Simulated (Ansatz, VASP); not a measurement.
One calculation of Ru, two programs

```xyz
1
Lattice="-1.5662 1.5662 1.5662 1.5662 -1.5662 1.5662 1.5662 1.5662 -1.5662" Properties=species:S:1:pos:R:3 pbc="T T T"
Ru    0.0000    0.0000    0.0000
```

Alike in both runs: task single point; functional PBE; k mesh 8 × 8 × 8; occupations gaussian, width 0.1 eV; no spin polarisation.

|  | VASP | Ansatz |
| --- | --- | --- |
| version | VASP 6.6.1 | Ansatz 0.2.0 |
| potentials or method | VASP PAW PBE potentials, release 64 (Ru_pv), cutoff 520 eV | scalar-relativistic, plane waves, PAW |
| valence electrons in the cell | 14 | 16 |

|  | VASP | Ansatz | Ansatz less VASP |
| --- | --- | --- | --- |
| gap on the k mesh at the Fermi level (eV) | none | none | - |
| pressure (GPa) | -18.2 | -18.1 | +0.11 |

A gap of «none» marks a metal or a gap that the smearing closes. VASP's potentials hold 14 valence electrons a cell and Ansatz's 16, so a difference there can come from the potentials and not from the codes.
